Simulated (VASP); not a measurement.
Write the native input for VASP 6.6.1 that does the following.

```yaml
Task: single point
Functional: HSE06
Potentials_or_basis: VASP PAW PBE potentials, release 64 (Cd, S)
Cutoff: 400 eV
k_mesh: 6 × 6 × 6
Occupations: gaussian, width 0.01 eV
Spin: no spin polarisation
Dipole_correction: no
Grid_for_exact_exchange_PRECFOCK: Normal
Further_INCAR_settings: ALGO = Normal; EDIFF = 1e-06; NBANDS = 16
Share_of_exact_exchange: 0.25
Screening_parameter: 0.2079 1/Å
```

The system is CdS.

```
Cd S
1.0
     0.00000    2.93921    2.93921
     2.93921    0.00000    2.93921
     2.93921    2.93921    0.00000
Cd S
1 1
Direct
  0.00000 0.00000 0.00000
  0.25000 0.25000 0.25000
```

These files were run (other wordings do the same):

POSCAR

```
CdS
1.0
    0.0000000000      2.9392087882      2.9392087882
    2.9392087882      0.0000000000      2.9392087882
    2.9392087882      2.9392087882      0.0000000000
Cd S
1 1
Direct
    0.0000000000      0.0000000000      0.0000000000
    0.2500000000      0.2500000000      0.2500000000
```

INCAR.step1

```
SYSTEM = CdS
PREC = Accurate ; ENCUT = 400
EDIFF = 1E-5 ; ISMEAR = 0
SIGMA = 0.01 ; LREAL = .False.
LASPH = .True. ; NELM = 120
ALGO = Normal ; ISIF = 2
LWAVE = .True. ; LCHARG = .False.
GGA = PE ; NBANDS = 16
GGA_COMPAT = .False.
```

INCAR.step2

```
SYSTEM = CdS
PREC = Accurate ; ENCUT = 400
EDIFF = 1E-6 ; ISMEAR = 0
SIGMA = 0.01 ; LREAL = .False.
LASPH = .True. ; NELM = 120
ALGO = Normal ; ISIF = 2
LWAVE = .False. ; LCHARG = .False.
GGA = PE ; LHFCALC = .True.
HFSCREEN = 0.2079 ; PRECFOCK = Normal
ISTART = 1 ; NBANDS = 16
GGA_COMPAT = .False.
```

KPOINTS

```
Automatic mesh
0
Gamma
  6 6 6
  0 0 0
```

Potentials or basis: VASP PAW PBE potentials, release 64 (Cd, S).

Launch:

```bash
$ cat potpaw_PBE.64/Cd/POTCAR potpaw_PBE.64/S/POTCAR > POTCAR
$ cp INCAR.step1 INCAR
$ mpirun -np 1 vasp_std > vasp.out
$ cp INCAR.step2 INCAR
$ mpirun -np 1 vasp_std > vasp.out
```

It gave:

The pressure is 0.1 GPa. The band gap on the k mesh is 2.11 eV.

Caveat: the PAW data sets were made with another functional, which shifts forces and pressure a little.

Run time: 50 min on 1 thread of AMD EPYC 7R43 64-Core Processor (Zen 3), on a shared host, peak memory 0.24 GiB.
